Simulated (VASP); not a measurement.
# Ru (P6/mmm) in VASP: notebook, part 2 of 2

VASP 6.6.1. Earlier steps stand in the parts before.

## 4. Single point, BLYP (volume scaled by 0.92)

INCAR reads:

```
PREC = Accurate
ENCUT = 520
EDIFF = 1E-6
ISMEAR = -1
SIGMA = 0.1
LREAL = F
LASPH = T
NELM = 100
ALGO = Normal
ISIF = 2
LWAVE = F
LCHARG = T
GGA = B5
ALDAX = 1.0
AGGAX = 1.0
AGGAC = 1.0
ALDAC = 0.0
LELF = T
LVHAR = T
NBANDS = 28
```

KPOINTS reads:

```
Automatic mesh
0
Gamma
  10 10 13
```

POSCAR reads:

```
Ru
1.0
    4.2132325792      0.0000000000      0.0000000000
   -2.1066162896      3.6487664456      0.0000000000
    0.0000000000      0.0000000000      2.6578523574
Ru
3
Direct
    0.0000000000      0.0000000000      0.0000000000
    0.3333333333      0.6666666667      0.5000000000
    0.6666666667      0.3333333333      0.5000000000
```

Potentials or basis: VASP PAW PBE potentials, release 64 (Ru_pv).

Command:

```bash
> cat potpaw_PBE.64/Ru_pv/POTCAR > POTCAR
> mpirun -np 1 vasp_std > vasp.out
```

OUTCAR:

```text
PREC = Accurate
   ENCUT = 520
   EDIFF = 1E-6
   ISMEAR = -1
   LREAL = F
   LASPH = T
   NELM = 100
   ISIF = 2
   GGA = B5

 ion  position               nearest neighbor table
   1  0.000  0.000  0.000-   2 2.77   3 2.77   2 2.77   3 2.77   2 2.77   2 2.77   3 2.77   3 2.77
                             3 2.77   3 2.77   2 2.77   2 2.77
   2  0.333  0.667  0.500-   3 2.43   3 2.43   3 2.43   1 2.77   1 2.77   1 2.77   1 2.77   1 2.77
                             1 2.77
   3  0.667  0.333  0.500-   2 2.43   2 2.43   2 2.43   1 2.77   1 2.77   1 2.77   1 2.77   1 2.77
                             1 2.77

  LATTYP: Found a hexagonal cell.
 ALAT       =     4.2132325792
 C/A-ratio  =     0.6308344739

  Lattice vectors:

 A1 = (   4.2132325792,   0.0000000000,   0.0000000000)
 A2 = (  -2.1066162896,   3.6487664456,   0.0000000000)
 A3 = (   0.0000000000,   0.0000000000,   2.6578523574)

Analysis of symmetry for initial positions (statically):
=====================================================================
 Subroutine PRICEL returns:
 Original cell was already a primitive cell.

 Routine SETGRP: Setting up the symmetry group for a
 hexagonal supercell.

 Subroutine GETGRP returns: Found 24 space group operations
 (whereof 24 operations were pure point group operations)
 out of a pool of 24 trial point group operations.

The static configuration has the point symmetry D_6h.

Analysis of symmetry for dynamics (positions and initial velocities):
=====================================================================
 Subroutine PRICEL returns:
 Original cell was already a primitive cell.

 Routine SETGRP: Setting up the symmetry group for a
 hexagonal supercell.

 Subroutine GETGRP returns: Found 24 space group operations
 (whereof 24 operations were pure point group operations)
 out of a pool of 24 trial point group operations.

The dynamic configuration has the point symmetry D_6h.

 Subroutine INISYM returns: Found 24 space group operations
 (whereof 24 operations are pure point group operations),
 and found     1 'primitive' translations

----------------------------------------------------------------------------------------

                                     Primitive cell

  volume of cell :      40.8594

  direct lattice vectors                    reciprocal lattice vectors
     4.213232579  0.000000000  0.000000000     0.237347448  0.137032613  0.000000000
    -2.106616290  3.648766446  0.000000000     0.000000000  0.274065226  0.000000000
     0.000000000  0.000000000  2.657852357     0.000000000  0.000000000  0.376243623

  length of vectors
     4.213232579  4.213232579  2.657852357     0.274065226  0.274065226  0.376243623

  position of ions in fractional coordinates (direct lattice)
     0.000000000  0.000000000  0.000000000
     0.333333333  0.666666667  0.500000000
     0.666666667  0.333333333  0.500000000

  ion indices of the primitive-cell ions
   primitive index   ion index
                 1           1
                 2           2
                 3           3

----------------------------------------------------------------------------------------

 KPOINTS: Automatic mesh

Automatic generation of k-mesh.
 Grid dimensions read from file:
 generate k-points for:   10   10   13

 Generating k-lattice:

  Cartesian coordinates                     Fractional coordinates (reciprocal lattice)
     0.023734745  0.013703261  0.000000000     0.100000000  0.000000000  0.000000000
     0.000000000  0.027406523  0.000000000     0.000000000  0.100000000  0.000000000
     0.000000000  0.000000000  0.028941817     0.000000000  0.000000000  0.076923077

  Length of vectors
     0.027406523  0.027406523  0.028941817

  Shift w.r.t. Gamma in fractional coordinates (k-lattice)
     0.000000000  0.000000000  0.000000000

 Subroutine IBZKPT returns following result:
 ===========================================

 Found     98 irreducible k-points:

 Following reciprocal coordinates:
            Coordinates               Weight
  0.000000  0.000000  0.000000      1.000000
  0.100000 -0.000000  0.000000      6.000000
  0.200000 -0.000000  0.000000      6.000000
  0.300000  0.000000  0.000000      6.000000
  0.400000  0.000000  0.000000      6.000000
  0.500000  0.000000  0.000000      3.000000
[... 16 lines left out ...]
  0.300000  0.100000  0.076923     24.000000
  0.400000  0.100000  0.076923     24.000000
 [... further k-points ...]
   k-points           NKPTS =     98   k-points in BZ     NKDIM =     98   number of bands    NBANDS=     28
   number of dos      NEDOS =    301   number of ions     NIONS =      3
   total plane-waves  NPLWV =  20480
   dimension x,y,z NGX =    32 NGY =   32 NGZ =   20
   dimension x,y,z NGXF=    64 NGYF=   64 NGZF=   40
   ions per type =               3
   NGX,Y,Z   is equivalent  to a cutoff of  12.63, 12.63, 12.51 a.u.
   NGXF,Y,Z  is equivalent  to a cutoff of  25.25, 25.25, 25.02 a.u.
 SYSTEM =  unknown system
   PREC   = accura    normal or accurate (medium, high low for compatibility)
   ISTART =      0    job   : 0-new  1-cont  2-samecut
   ICHARG =      2    charge: 1-file 2-atom 10-const
   ISPIN  =      1    spin polarized calculation?
   LNONCOLLINEAR =      F non collinear calculations
   LSORBIT =      F    spin-orbit coupling
   LASPH  =      T    aspherical Exc in radial PAW
   ENCUT  =  520.0 eV  38.22 Ry    6.18 a.u.   7.83  7.83  4.94*2*pi/ulx,y,z
   NELM   =    100;   NELMIN=  2; NELMDL= -5     # of ELM steps
   EDIFF  = 0.1E-05   stopping-criterion for ELM
   LREAL  =      F    real-space projection
   EDIFFG = 0.1E-04   stopping-criterion for IOM
   NSW    =      0    number of steps for IOM
   IBRION =     -1    ionic relax: 0-MD 1-quasi-New 2-CG
   NFREE  =      0    steps in history (QN), initial steepest desc. (CG)
   ISIF   =      2    stress and relaxation
   ISYM   =      2    0-nonsym 1-usesym 2-fastsym
   POTIM  = 0.5000    time-step for ionic-motion
   TEBEG  =    0.0;   TEEND  =   0.0 temperature during run
   PSTRESS=    0.0 pullay stress
   NELECT =      42.0000    total number of electrons
   NUPDOWN=      -1.0000    fix difference up-down
   EMIN   =  10.00;   EMAX   =-10.00  energy-range for DOS
   EFERMI =   0.00;   METHOD = LEGACY
   ISMEAR =    -1;   SIGMA  =   0.10  broadening in eV -4-tet -1-fermi 0-gaus
   EFERMI_NEDOS =   21; number of points for ismear=-14 and -15
   IALGO  =     38    algorithm
   IMIX   =      4    mixing-type and parameters
     AMIX     =   0.40;   BMIX     =  1.00
     AMIX_MAG =   1.60;   BMIX_MAG =  1.00
  volume/ion in A,a.u.               =      13.62        91.91
  Fermi-wavevector in a.u.,A,eV,Ry     =   1.652192  3.122190 37.140339  2.729738
  Thomas-Fermi vector in A             =   2.740843
   LORBIT       =      0    0 simple, 1 ext, 2 COOP (PROOUT), +10 PAW based schemes
   GGA     = B5    functional components
   LHFCALC =     F    Hartree Fock is set to
   AEXX    =    0.0000 exact exchange contribution
   IVDW    =     0    specifies the selected vdW correction
   LEPSILON=     F    determine dielectric tensor
   LRPA    =     F    only Hartree local field effects (RPA)
 non-spin polarized calculation
  energy-cutoff  :      520.00
  volume of cell :       40.86
 maximum number of plane-waves:      1114
 NGX is ok and might be reduce to    32
   NGX = 15   NGY = 15   NGZ =  9

 number of electron      41.9999998 magnetization

 Free energy of the ion-electron system (eV)
  ---------------------------------------------------
  ext. energy  EPLUGINS =         0.00000000
  ---------------------------------------------------
  free energy    TOTEN  =       -22.88845122 eV

  energy without entropy =      -22.77496464  energy(sigma->0) =      -22.83170793

 E-fermi :  13.5151     XC(G=0): -13.4108

 val. band max:       13.5116925680   @ k =   0.5000   0.0000   0.3077
 cond. band min:      13.5224667418   @ k =   0.2000  -0.0000   0.1538
 fundamental gap:      0.0107741738
 Fermi energy:        13.5151228957

 k-point     1 :       0.0000    0.0000    0.0000
  band No.  band energies     occupation
      1     -30.0538      2.00000
      2     -30.0538      2.00000
      3     -29.6044      2.00000
      4     -29.6044      2.00000
      5     -29.3135      2.00000
      6     -29.0309      2.00000
[... 20 lines left out ...]
     27      23.3097      0.00000
     28      23.3370      0.00000
[... 683 lines left out ...]
 k-point    24 :       0.4000    0.1000    0.0769
  band No.  band energies     occupation
      1     -30.2269      2.00000
      2     -29.8681      2.00000
      3     -29.5576      2.00000
      4     -29.2956      2.00000
      5     -29.2737      2.00000
      6     -29.1890      2.00000
[... 20 lines left out ...]
     27      16.3406      0.00000
     28      23.5215      0.00000

 [... further k-points ...]
[... 5 lines left out ...]
  --------------------------------------------------------------------------------------
  -------------------------------------------------------------------------------------
  Total        7.1104898      7.1104898      6.2220710      0.0000000      0.0000000      0.0000000
  in kB      278.8160346    278.8160346    243.9794197      0.0000000      0.0000000      0.0000000
  external PRESSURE =     267.2038296 kB  Pullay stress =       0.0000000 kB

 VOLUME and BASIS-vectors are now :
 -----------------------------------------------------------------------------
  energy-cutoff  :      520.00
  volume of cell :       40.86
      direct lattice vectors                 reciprocal lattice vectors
     4.213232579  0.000000000  0.000000000     0.237347448  0.137032613  0.000000000
    -2.106616290  3.648766446  0.000000000     0.000000000  0.274065226  0.000000000
     0.000000000  0.000000000  2.657852357     0.000000000  0.000000000  0.376243623

 POSITION                                       TOTAL-FORCE (eV/Angst)
 -----------------------------------------------------------------------------------
      0.00000      0.00000      0.00000         0.000000      0.000000      0.000000
     -0.00000      2.43251      1.32893        -0.000000      0.000000      0.000000
      2.10662      1.21626      1.32893         0.000000     -0.000000      0.000000
 -----------------------------------------------------------------------------------
    total drift:                               -0.000000      0.000000      0.000000

  FREE ENERGIE OF THE ION-ELECTRON SYSTEM (eV)
  ---------------------------------------------------
  free  energy   TOTEN  =       -22.8884512167 eV

  energy  without entropy=      -22.7749646367  energy(sigma->0) =      -22.83170793
```

Wall time 36 s (1 thread of Intel Xeon 6975P-C (Granite Rapids), shared host); peak memory 0.21 GiB.

Results:

* Free energy: -22.8885 eV
* Pressure: 26.7 GPa
* Band gap on the k mesh: zero (band 21 reaches 14.54 eV, above the bottom of band 22 at 12.09 eV)

Caveat: the PAW data sets were made with another functional, which shifts forces and pressure a little.

## 5. The runs side by side

```tsv
cell	k mesh	gap on the mesh (eV)	pressure (GPa)
a = 4.332, b = 4.332, c = 2.733 Å, angles 90.0, 90.0, 120.0°, 3 atoms	9 × 9 × 12	none	0.7
a = 4.151, b = 4.151, c = 2.619 Å, angles 90.0, 90.0, 120.0°, 3 atoms	10 × 10 × 13	none	45.2
a = 4.213, b = 4.213, c = 2.658 Å, angles 90.0, 90.0, 120.0°, 3 atoms	10 × 10 × 13	none	26.7
```

Alike in all rows: task single point; level BLYP; potentials or basis VASP PAW PBE potentials, release 64 (Ru_pv); no spin polarisation; cutoff (eV) 520; smearing fermi-dirac 0.1 eV.

Caveats: the PAW data sets were made with another functional, which shifts forces and pressure a little.

Absolute energies hang on the potentials; compare differences alone.
